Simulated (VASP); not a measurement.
# Pd (Fm-3m) in VASP: a series of runs, part 2 of 2

VASP 6.6.1. Earlier steps stand in the parts before.

## Step 3: Relaxation of cell and atoms, PBEsol, collinear spin, ferromagnetic start

This run uses another cell than the first one, of 14.71 Å³/atom, 0.901 times its volume.

INCAR reads:

```
SYSTEM = Pd
PREC = Accurate
ENCUT = 600
EDIFF = 1E-6
ISMEAR = -1
SIGMA = 0.05
LREAL = .False.
LASPH = .True.
NELM = 150
ALGO = Normal
ISIF = 3
LWAVE = .False.
LCHARG = .False.
ISPIN = 2
MAGMOM = 0.5
LORBIT = 11
LMAXMIX = 4
GGA = PS
IBRION = 2
NSW = 80
EDIFFG = -0.01
```

KPOINTS reads:

```
regular mesh
0
Gamma
  14 14 14
  0 0 0
```

POSCAR reads:

```
Pd
1.0
    0.0000000000      1.9449000000      1.9449000000
    1.9449000000      0.0000000000      1.9449000000
    1.9449000000      1.9449000000      0.0000000000
Pd
1
Direct
    0.0000000000      0.0000000000      0.0000000000
```

Potentials or basis: VASP PAW PBE potentials, release 64 (Pd).

On the command line:

```console
$ cat potpaw_PBE.64/Pd/POTCAR > POTCAR
$ mpirun -np 1 vasp_std > vasp.out
```

OUTCAR:

```text
SYSTEM = Pd
   PREC = Accurate
   ENCUT = 600
   EDIFF = 1E-6
   ISMEAR = -1
   LREAL = .False.
   LASPH = .True.
   NELM = 150
   ISIF = 3
   ISPIN = 2
   LORBIT = 11
   GGA = PS
   IBRION = 2
   NSW = 80
   EDIFFG = -0.01

 ion  position               nearest neighbor table
   1  0.000  0.000  0.000-

  LATTYP: Found a face centered cubic cell.
 ALAT       =     3.8898000000

  Lattice vectors:

 A1 = (   0.0000000000,   1.9449000000,   1.9449000000)
 A2 = (   1.9449000000,   0.0000000000,   1.9449000000)
 A3 = (   1.9449000000,   1.9449000000,   0.0000000000)

Analysis of symmetry for initial positions (statically):
=====================================================================
 Subroutine PRICEL returns:
 Original cell was already a primitive cell.

 Routine SETGRP: Setting up the symmetry group for a
 face centered cubic supercell.

 Subroutine GETGRP returns: Found 48 space group operations
[... 840 lines left out ...]

 number of electron      10.0000000 magnetization       0.3082803

 Free energy of the ion-electron system (eV)
  ---------------------------------------------------
  ext. energy  EPLUGINS =         0.00000000
  ---------------------------------------------------
  free energy    TOTEN  =        -5.96249255 eV

  energy without entropy =       -5.94380059  energy(sigma->0) =       -5.95314657

 E-fermi :   9.8584     XC(G=0): -13.4622

 val. band max:        9.8564982142   @ k =  -0.4286   0.4286   0.0000
 cond. band min:       9.8624409008   @ k =   0.4286   0.0714   0.0000
 fundamental gap:      0.0059426866
 Fermi energy:         9.8584152055

 spin component 1

 k-point     1 :       0.0000    0.0000    0.0000
  band No.  band energies     occupation
      1       2.4821      1.00000
      2       6.8139      1.00000
      3       6.8139      1.00000
      4       6.8139      1.00000
      5       8.4917      1.00000
      6       8.4917      1.00000
      7      26.9634      0.00000
      8      31.8067      0.00000
      9      31.8067      0.00000
[... 596 lines left out ...]
  FREE ENERGIE OF THE ION-ELECTRON SYSTEM (eV)
  ---------------------------------------------------
  free  energy   TOTEN  =        -5.9624925452 eV

  energy  without entropy=       -5.9438005947  energy(sigma->0) =       -5.95314657

 reached required accuracy - stopping structural energy minimisation

 total charge

# of ion       s       p       d       tot
------------------------------------------
    1        0.491   0.499   8.465   9.454

 magnetization (x)

# of ion       s       p       d       tot
------------------------------------------
    1        0.001  -0.002   0.307   0.306
```

OSZICAR:

```text
N       E                     dE             d eps       ncg     rms          rms(c)
DAV:   1     0.421770866842E+02    0.42177E+02   -0.54247E+03  3752   0.111E+03
DAV:   2    -0.592700195681E+01   -0.48104E+02   -0.46893E+02  4044   0.206E+02
DAV:   3    -0.634547451585E+01   -0.41847E+00   -0.41707E+00  4368   0.224E+01
[... 22 lines left out ...]
DAV:   4    -0.596245369699E+01   -0.12784E-04   -0.12631E-04  4248   0.998E-02    0.130E-01
DAV:   5    -0.596248603588E+01   -0.32339E-04   -0.10836E-04  4429   0.835E-02    0.154E-02
DAV:   6    -0.596249021487E+01   -0.41790E-05   -0.29604E-06  4090   0.125E-02    0.108E-02
DAV:   7    -0.596249240085E+01   -0.21860E-05   -0.39413E-06  2469   0.164E-02    0.402E-03
DAV:   8    -0.596249254516E+01   -0.14431E-06   -0.33342E-07  1898   0.469E-03
   3 F= -.59624925E+01 E0= -.59531466E+01  d E =-.104349E-02  mag=     0.3099
```

CONTCAR:

```text
Pd
   1.00000000000000
    -0.0000000000000000    1.9380065538494831    1.9380065538494831
     1.9380065538494831   -0.0000000000000000    1.9380065538494831
     1.9380065538494831    1.9380065538494831    0.0000000000000000
  Pd
     1
Direct
     0.0000000000000000    0.0000000000000000    0.0000000000000000

  0.00000000E+00  0.00000000E+00  0.00000000E+00
```

Run time: 69 s. Hardware: 1 thread of Intel Xeon Platinum 8259CL at 2.50GHz (Skylake/Cascade Lake), shared host; peak memory 0.17 GiB.

What came out:

```yaml
Free_energy: -5.9625 eV
Relaxed_volume: 14.56 Å³/atom
Relaxed_cell: a = 2.741 Å, b = 2.741 Å, c = 2.741 Å, α = 60.00°, β = 60.00°, γ = 60.00°
Space_group_after_relaxing_to_0.05_Å: Fm-3m (No. 225)
Energy_gained_by_relaxing: 1.0 meV/atom
Ionic_steps: 3
Pressure_after_relaxing: 0.0 GPa
Net_moment: 0.31 μB per cell
Site_moments: Pd +0.31 μB
Valence_electrons_inside_the_program's_atomic_spheres: Pd 9.45
```

Step by step:
| step | energy change (eV) | largest force (eV/Å) | pressure (GPa) | volume (Å³) |
| --- | --- | --- | --- | --- |
| 1 | 0.0000 | 0.0000 | -2.08 | 14.71 |
| 2 | 0.0016 | 0.0000 | 3.51 | 14.31 |
| 3 | -0.0010 | 0.0000 | -0.02 | 14.56 |

Final structure:
```
CELL_PARAMETERS angstrom
0.00000 1.93801 1.93801
1.93801 0.00000 1.93801
1.93801 1.93801 0.00000
ATOMIC_POSITIONS crystal
Pd 0.00000 0.00000 0.00000
```

Caveat: the PAW data sets were made with another functional, which shifts forces and pressure a little.
